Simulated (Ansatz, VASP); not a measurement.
One calculation of SnTe, two programs

File POSCAR:

```
SnTe
1.0
    0.0000000000      3.6111460000      3.6111460000
    3.6111460000      0.0000000000      3.6111460000
    3.6111460000      3.6111460000      0.0000000000
Sn Te
1 1
Direct
    0.0000000000      0.0000000000      0.0000000000
    0.7513846020      0.7513846020      0.7486153980
```

The input INCAR.step1:

```
SYSTEM = SnTe
  ALGO = Normal
  EDIFF = 1E-4
  ENCUT = 520
  GGA = PE
  ISMEAR = 0
  LASPH = .True.
  LCHARG = .False.
  LREAL = .False.
  LWAVE = .True.
  NBANDS = 17
  NELM = 100
  PREC = Accurate
  SIGMA = 0.01
```

File INCAR.step2:

```
SYSTEM = SnTe
  ALGO = Normal
  EDIFF = 1E-7
  ENCUT = 520
  ISIF = 2
  ISMEAR = 0
  ISTART = 1
  LASPH = .True.
  LCHARG = .True.
  LELF = .True.
  LMIXTAU = .True.
  LREAL = .False.
  LVHAR = .True.
  LWAVE = .False.
  METAGGA = R2SCAN
  NBANDS = 17
  NELM = 100
  PREC = Accurate
  SIGMA = 0.01
```

KPOINTS

```
k-points
0
Gamma
  4 4 4
  0 0 0
```

Input for Ansatz:

```yaml
crystal:
  lattice:
    - [0.0, 3.611146, 3.611146]
    - [3.611146, 0.0, 3.611146]
    - [3.611146, 3.611146, 0.0]
  atoms:
    - { symbol: Sn, position: [0.0, 0.0, 0.0] }
    - { symbol: Te, position: [0.7513846020072298, 0.7513846020072298, 0.7486153979927702] }
kpoints:
  mp_grid:
    grid: [4, 4, 4]
hamiltonian:
  xc: r2scan
  pseudopotentials:
    kind: paw
scf:
  convergence:
    dr2_threshold: 1.0e-09
  occupations:
    method: fixed
output:
  forces: true
```

Alike in both runs: task single point; functional r2SCAN; k mesh 4 × 4 × 4; no spin polarisation.

```csv
,VASP,Ansatz
version,VASP 6.6.1,Ansatz 0.2.0
potentials or method,"VASP PAW PBE potentials, release 64 (Sn_d, Te)","plane waves, PAW"
plane-wave cutoff (eV),520,500
occupations,"gaussian, width 0.01 eV",fixed
valence electrons in the cell,20,30
```

```tsv
	VASP	Ansatz	Ansatz less VASP
rms of the force components (eV/Å)	0.014	0.014	-0.0002
```

VASP's potentials were made for PBE, not for r2SCAN. Atom by atom the forces differ by 0.000 eV/Å (rms over components). VASP's potentials hold 20 valence electrons a cell and Ansatz's 30, so a difference there can come from the potentials and not from the codes.

Neither program's run includes spin-orbit coupling.
